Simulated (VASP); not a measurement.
Hf2H3, 5 atoms in the cell. It takes space group P6/mmm (No. 191, hexagonal). The conventional cell has a = 5.071 Å, b = 5.071 Å, c = 2.991 Å, α = 90.00°, β = 90.00°, γ = 120.00°. Within 3.9 Å of Hf (site symmetry -6m2) lie 5 Hf at 2.93 to 2.99 Å and 18 H at 2.97 to 3.84 Å. Within 1.3 Å of H (site symmetry 6mm) lie 2 H at 0.99 to 1.01 Å. H (site symmetry 6/mmm) has 2 H at 0.99 Å within 1.3 Å. 

* Program: VASP 6.6.1
* Task: single point
* Functional: PBE
* Potentials or basis: VASP PAW PBE potentials, release 64 (Hf_pv, H)
* Cutoff: 520 eV
* k mesh: 6 × 6 × 4
* Occupations: gaussian, width 0.1 eV
* Spin: no spin polarisation
* Dipole correction: no
* Further INCAR settings: ALGO = Normal; EDIFF = 1e-06; NBANDS = 20

Potentials or basis: VASP PAW PBE potentials, release 64 (Hf_pv, H).

Run with:

```console
$ cat potpaw_PBE.64/Hf_pv/POTCAR potpaw_PBE.64/H/POTCAR > POTCAR
$ mpirun -np 1 vasp_std > vasp.out
```

Hardware: 1 thread of Oxide Virtual Turin-like Processor, on a shared host.

Q: Estimate the wall time of this run.

A: It took 44 s on 1 thread of Oxide Virtual Turin-like Processor (shared host), peak memory 0.16 GiB. Counts: scf iterations 15, k points 21.
